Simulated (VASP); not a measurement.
# Li4BeP2 (P6/mmm) in VASP: further runs

Li4BeP2 is run at these levels: PBE; tasks: single point, relaxation of cell and atoms.

Program: VASP 6.6.1. These are calculated values, not measurements. Logs are shortened: lines on timing, memory, paths and dates and some standing lists are left out, and cuts for length are marked.

## 1. The cell of the first run

The structure is hexagonal, space group P6/mmm (No. 191). The conventional cell has a = 5.101 Å, b = 5.101 Å, c = 4.326 Å, α = 90.00°, β = 90.00°, γ = 120.00°. Within 3.4 Å of Li (site symmetry mmm) lie 8 Li at 2.55 to 3.34 Å and 2 Be at 2.55 Å and 4 P at 2.62 Å. Within 3.0 Å of Li (site symmetry 6/mmm) lie 2 Be at 2.16 Å and 6 P at 2.95 Å. Be (site symmetry 6/mmm) has 8 Li at 2.16 to 2.55 Å within 2.9 Å. P (site symmetry -6m2) has 9 Li at 2.62 to 2.95 Å and 3 P at 2.95 Å within 3.5 Å.

The cell was built from a structure type or drawn by symmetry, and may not be a known phase.

## 2. Single point, PBE

File INCAR:

```
PREC = Accurate
ENCUT = 520
EDIFF = 1E-6
ISMEAR = 0
SIGMA = 0.1
LREAL = F
LASPH = T
NELM = 60
ALGO = Normal
ISIF = 2
LWAVE = F
LCHARG = F
GGA = PE
NBANDS = 21
```

File KPOINTS:

```
regular mesh
0
Gamma
  6 6 4
```

File POSCAR:

```
Li4BeP2
1.0
    5.1011095080      0.0000000000      0.0000000000
   -2.5505547540      4.4176904214      0.0000000000
    0.0000000000      0.0000000000      4.3260725629
Li Be P
4 1 2
Direct
    0.5000000000      0.0000000000      0.5000000000
    0.0000000000      0.5000000000      0.5000000000
    0.5000000000      0.5000000000      0.5000000000
    0.0000000000      0.0000000000      0.0000000000
    0.0000000000      0.0000000000      0.5000000000
    0.3333333333      0.6666666667      0.0000000000
    0.6666666667      0.3333333333      0.0000000000
```

Potentials or basis: VASP PAW PBE potentials, release 64 (Li_sv, Be, P).

Command:

```sh
> cat potpaw_PBE.64/Li_sv/POTCAR potpaw_PBE.64/Be/POTCAR potpaw_PBE.64/P/POTCAR > POTCAR
> mpirun -np 1 vasp_std > vasp.out
```

OUTCAR:

```text
PREC = Accurate
   ENCUT = 520
   EDIFF = 1E-6
   ISMEAR = 0
   LREAL = F
   LASPH = T
   NELM = 60
   ISIF = 2
   GGA = PE

 ion  position               nearest neighbor table
   1  0.500  0.000  0.500-   2 2.55   3 2.55   3 2.55   2 2.55   6 2.62   7 2.62   6 2.62   7 2.62

   2  0.000  0.500  0.500-   1 2.55   1 2.55   3 2.55   3 2.55   6 2.62   7 2.62   6 2.62   7 2.62

   3  0.500  0.500  0.500-   1 2.55   1 2.55   2 2.55   2 2.55   6 2.62   7 2.62   6 2.62   7 2.62

   4  0.000  0.000  0.000-   5 2.16   5 2.16
   5  0.000  0.000  0.500-   4 2.16   4 2.16
   6  0.333  0.667  0.000-   1 2.62   1 2.62   2 2.62   2 2.62   3 2.62   3 2.62   7 2.95   7 2.95
                             7 2.95
   7  0.667  0.333  0.000-   1 2.62   1 2.62   2 2.62   2 2.62   3 2.62   3 2.62   6 2.95   6 2.95
                             6 2.95

  LATTYP: Found a hexagonal cell.
 ALAT       =     5.1011095080
 C/A-ratio  =     0.8480650251

  Lattice vectors:

 A1 = (   5.1011095080,   0.0000000000,   0.0000000000)
 A2 = (  -2.5505547540,   4.4176904214,   0.0000000000)
 A3 = (   0.0000000000,   0.0000000000,   4.3260725629)

Analysis of symmetry for initial positions (statically):
=====================================================================
 Subroutine PRICEL returns:
 Original cell was already a primitive cell.

 Routine SETGRP: Setting up the symmetry group for a
 hexagonal supercell.

 Subroutine GETGRP returns: Found 24 space group operations
 (whereof 24 operations were pure point group operations)
 out of a pool of 24 trial point group operations.

The static configuration has the point symmetry D_6h.

Analysis of symmetry for dynamics (positions and initial velocities):
=====================================================================
 Subroutine PRICEL returns:
 Original cell was already a primitive cell.

 Routine SETGRP: Setting up the symmetry group for a
 hexagonal supercell.

 Subroutine GETGRP returns: Found 24 space group operations
 (whereof 24 operations were pure point group operations)
 out of a pool of 24 trial point group operations.

The dynamic configuration has the point symmetry D_6h.

 Subroutine INISYM returns: Found 24 space group operations
 (whereof 24 operations are pure point group operations),
 and found     1 'primitive' translations

----------------------------------------------------------------------------------------
[... 102 lines left out ...]
   NSW    =      0    number of steps for IOM
   IBRION =     -1    ionic relax: 0-MD 1-quasi-New 2-CG
   NFREE  =      0    steps in history (QN), initial steepest desc. (CG)
   ISIF   =      2    stress and relaxation
   ISYM   =      2    0-nonsym 1-usesym 2-fastsym
   POTIM  = 0.5000    time-step for ionic-motion
   TEBEG  =    0.0;   TEEND  =   0.0 temperature during run
   PSTRESS=    0.0 pullay stress
   NELECT =      24.0000    total number of electrons
   NUPDOWN=      -1.0000    fix difference up-down
   EMIN   =  10.00;   EMAX   =-10.00  energy-range for DOS
   EFERMI =   0.00;   METHOD = LEGACY
   ISMEAR =     0;   SIGMA  =   0.10  broadening in eV -4-tet -1-fermi 0-gaus
   EFERMI_NEDOS =   21; number of points for ismear=-14 and -15
   IALGO  =     38    algorithm
   IMIX   =      4    mixing-type and parameters
     AMIX     =   0.40;   BMIX     =  1.00
     AMIX_MAG =   1.60;   BMIX_MAG =  1.00
  volume/ion in A,a.u.               =      13.93        93.98
  Fermi-wavevector in a.u.,A,eV,Ry     =   1.026031  1.938918 14.323404  1.052741
  Thomas-Fermi vector in A             =   2.159903
   LORBIT       =      0    0 simple, 1 ext, 2 COOP (PROOUT), +10 PAW based schemes
   GGA     = PE    functional components
   LHFCALC =     F    Hartree Fock is set to
   AEXX    =    0.0000 exact exchange contribution
   IVDW    =     0    specifies the selected vdW correction
   LEPSILON=     F    determine dielectric tensor
   LRPA    =     F    only Hartree local field effects (RPA)
 non-spin polarized calculation
 Gauss-broadening in eV      SIGMA  =   0.10
  energy-cutoff  :      520.00
  volume of cell :       97.49
 maximum number of plane-waves:      2645
 NGX is ok and might be reduce to    40
   NGX = 19   NGY = 19   NGZ = 17

 number of electron      23.9999973 magnetization

 Free energy of the ion-electron system (eV)
  ---------------------------------------------------
  ext. energy  EPLUGINS =         0.00000000
  ---------------------------------------------------
  free energy    TOTEN  =       -21.28973438 eV

  energy without entropy =      -21.26102635  energy(sigma->0) =      -21.27538036

 E-fermi :   3.9825     XC(G=0):  -9.2276

 val. band max:        3.9771739386   @ k =   0.3333   0.0000   0.0000
 cond. band min:       4.0007404715   @ k =   0.1667   0.0000   0.5000
 fundamental gap:      0.0235665328
 Fermi energy:         3.9825039109

 k-point     1 :       0.0000    0.0000    0.0000
  band No.  band energies     occupation
      1     -42.1221      2.00000
      2     -41.7773      2.00000
      3     -41.7128      2.00000
      4     -41.7128      2.00000
      5      -7.2611      2.00000
      6      -4.0135      2.00000
[... 493 lines left out ...]
     20      11.3986      0.00000
     21      11.4605      0.00000

------------------------ aborting loop because EDIFF is reached ----------------------------------------

  FORCE on cell =-STRESS in cart. coord.  units (eV):
  Direction    XX          YY          ZZ          XY          YZ          ZX
  --------------------------------------------------------------------------------------
  -------------------------------------------------------------------------------------
  Total        0.1829079      0.1829079      0.1018427     -0.0000000     -0.0000000      0.0000000
  in kB        3.0060024      3.0060024      1.6737348     -0.0000000     -0.0000000      0.0000000
  external PRESSURE =       2.5619132 kB  Pullay stress =       0.0000000 kB

 VOLUME and BASIS-vectors are now :
 -----------------------------------------------------------------------------
  energy-cutoff  :      520.00
  volume of cell :       97.49
      direct lattice vectors                 reciprocal lattice vectors
     5.101109508  0.000000000  0.000000000     0.196035784  0.113181312  0.000000000
    -2.550554754  4.417690421  0.000000000     0.000000000  0.226362625  0.000000000
     0.000000000  0.000000000  4.326072563     0.000000000  0.000000000  0.231156548

 POSITION                                       TOTAL-FORCE (eV/Angst)
 -----------------------------------------------------------------------------------
      2.55055      0.00000      2.16304        -0.000000      0.000000      0.000000
     -1.27528      2.20885      2.16304        -0.000000      0.000000      0.000000
      1.27528      2.20885      2.16304        -0.000000      0.000000      0.000000
      0.00000      0.00000      0.00000        -0.000000      0.000000      0.000000
      0.00000      0.00000      2.16304        -0.000000      0.000000      0.000000
     -0.00000      2.94513      0.00000        -0.000000      0.000000      0.000000
      2.55055      1.47256      0.00000         0.000000      0.000000      0.000000
 -----------------------------------------------------------------------------------
    total drift:                               -0.000000      0.000000      0.000000

  FREE ENERGIE OF THE ION-ELECTRON SYSTEM (eV)
  ---------------------------------------------------
  free  energy   TOTEN  =       -21.2897343804 eV

  energy  without entropy=      -21.2610263475  energy(sigma->0) =      -21.27538036
```

OSZICAR:

```text
N       E                     dE             d eps       ncg     rms          rms(c)
DAV:   1     0.103057445345E+03    0.10306E+03   -0.96259E+03   882   0.112E+03
DAV:   2    -0.530996008941E+01   -0.10837E+03   -0.10466E+03  1059   0.249E+02
DAV:   3    -0.205015320219E+02   -0.15192E+02   -0.15028E+02  1573   0.570E+01
DAV:   4    -0.214577238061E+02   -0.95619E+00   -0.94774E+00  1217   0.187E+01
DAV:   5    -0.215195376068E+02   -0.61814E-01   -0.61804E-01  1370   0.404E+00    0.430E+00
DAV:   6    -0.213430699548E+02    0.17647E+00   -0.28567E-01  1186   0.176E+00    0.240E+00
DAV:   7    -0.212960751072E+02    0.46995E-01   -0.10051E-01  1170   0.122E+00    0.894E-01
DAV:   8    -0.212896631344E+02    0.64120E-02   -0.27069E-02  1276   0.726E-01    0.164E-01
DAV:   9    -0.212897554885E+02   -0.92354E-04   -0.40544E-03  1211   0.307E-01    0.474E-02
DAV:  10    -0.212897355868E+02    0.19902E-04   -0.33553E-04  1284   0.793E-02    0.362E-02
DAV:  11    -0.212897340792E+02    0.15076E-05   -0.24943E-05  1173   0.256E-02    0.708E-03
DAV:  12    -0.212897343804E+02   -0.30119E-06   -0.29770E-06  1031   0.106E-02
   1 F= -.21289734E+02 E0= -.21275380E+02  d E =-.287080E-01
```

It took 71 s on 1 thread of Intel Xeon 8259CL, shared host; peak memory 0.22 GiB.

What came out:

```
Free energy            : -21.2897 eV
Band gap on the k mesh : zero (bands 12 and 13 overlap by 1.67 eV)
```

Levels at points of the mesh, in eV from the Fermi level:
| k point | band 10 | band 11 | band 12 | band 13 | band 14 | band 15 |
| --- | --- | --- | --- | --- | --- | --- |
| (0.00, 0.00, 0.00) | -2.52 | -2.08 | -2.08 | 0.22 | 1.91 | 2.95 |
| (0.50, 0.00, 0.00) | -1.48 | -0.35 | 0.23 | 0.95 | 0.98 | 1.27 |
| (0.00, 0.00, 0.50) | -2.21 | -0.53 | -0.53 | -0.36 | -0.09 | -0.09 |
| (0.50, 0.00, 0.50) | -2.83 | -2.21 | -0.11 | 0.88 | 1.96 | 2.33 |

Caveat: the k points lie up to 0.36 Å⁻¹ apart, too coarse for converged energies and pressures of a metal; the cutoff is under 1.25 times the usual one of these potentials, so pressure, stress and relaxed cells hold a basis-set (Pulay) error.

(Continued in part 2 of 2.)
